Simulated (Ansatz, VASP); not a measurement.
**One calculation of ScAl3F, two programs**

File INCAR:

```
ALGO     = Normal         # electronic algorithm
EDIFF    = 1E-6           # SCF threshold, eV
ENCUT    = 600            # plane-wave cutoff, eV
GGA      = PE             # functional
GGA_COMPAT= False        
ISIF     = 2              # what is computed and relaxed
ISMEAR   = 0              # smearing method
ISPIN    = 2              # spin polarisation
LASPH    = True           # aspherical terms in the spheres
LCHARG   = True           # write CHGCAR
LELF     = True           # ELF
LMAXMIX  = 4              # l up to which the mixer works
LORBIT   = 11             # projections on sites
LREAL    = False          # projectors in reciprocal space
LVHAR    = True         
LWAVE    = False          # write WAVECAR
MAGMOM   = 0 0 0 0 0 0 0 0 1 1 # initial moments
NBANDS   = 42             # bands
NELM     = 200            # most SCF steps
PREC     = Accurate       # precision mode
SIGMA    = 0.1            # smearing width, eV
```

Contents of KPOINTS:

```
k-points
0
Gamma
  4 4 2
```

The input POSCAR:

```
ScAl3F
1.0
    5.8354101866      0.0000000000      0.0000000000
    0.0000000000      5.8354101866      0.0000000000
    0.0000000000      0.0000000000      8.4357821938
Sc Al F
2 6 2
Direct
    0.0000000000      0.0000000000      0.0000000000
    0.0000000000      0.0000000000      0.5000000000
    0.3362424504      0.3362424504      0.5000000000
    0.6637575496      0.6637575496      0.5000000000
    0.6637575496      0.3362424504      0.0000000000
    0.3362424504      0.6637575496      0.0000000000
    0.5000000000      0.5000000000      0.2500000000
    0.5000000000      0.5000000000      0.7500000000
    0.0000000000      0.0000000000      0.2500000000
    0.0000000000      0.0000000000      0.7500000000
```

Input for Ansatz:

```yaml
crystal:
  lattice:
    - [5.8354101866, 0.0, 0.0]
    - [0.0, 5.8354101866, 0.0]
    - [0.0, 0.0, 8.4357821938]
  atoms:
    - { symbol: Sc, position: [0.0, 0.0, 0.0] }
    - { symbol: Sc, position: [0.0, 0.0, 0.5] }
    - { symbol: Al, position: [0.3362424504, 0.3362424504, 0.5] }
    - { symbol: Al, position: [0.6637575496, 0.6637575496, 0.5] }
    - { symbol: Al, position: [0.6637575496, 0.3362424504, 0.0] }
    - { symbol: Al, position: [0.3362424504, 0.6637575496, 0.0] }
    - { symbol: Al, position: [0.5, 0.5, 0.25] }
    - { symbol: Al, position: [0.5, 0.5, 0.75] }
    - { symbol: F, position: [0.0, 0.0, 0.25], spin: 1.0 }
    - { symbol: F, position: [0.0, 0.0, 0.75], spin: 1.0 }
basis:
  ecutwfc: 420
kpoints:
  mp_grid: { grid: [4, 4, 2] }
hamiltonian:
  xc: pbe
scf:
  occupations: { method: gaussian, width: 0.1 }
  lower_state_search: "off"
output:
  forces: true
  stress: true
  eigenvalues: true
  populations: true
magnetization:
  spin_polarized: true
```

Alike in both runs: task single point; functional PBE; k mesh 4 × 4 × 2; occupations gaussian, width 0.1 eV; collinear spin.

```csv
,VASP,Ansatz
version,VASP 6.6.1,Ansatz 0.2.0
potentials or method,"VASP PAW PBE potentials, release 64 (Sc_sv, Al, F), cutoff 600 eV","scalar-relativistic, plane waves, PAW"
valence electrons in the cell,54,54
```

|  | VASP | Ansatz | Ansatz less VASP |
| --- | --- | --- | --- |
| gap on the k mesh at the Fermi level (eV) | none | none | - |
| pressure (GPa) | -0.1 | -0.2 | -0.03 |
| traceless stress, the component that is largest in VASP (GPa) | -0.13 | -0.28 | -0.152 |
| rms of the force components (eV/Å) | 0.017 | 0.014 | -0.0026 |
| net moment per atom (μB) | 0.00 | 0.00 | 0.000 |

Atom by atom the forces differ by 0.003 eV/Å (rms over components). A gap of «none» marks a metal or a gap that the smearing closes. Ansatz's warnings: seeded moment not kept.

The k mesh is coarse, so the values compare programs but aren't converged.
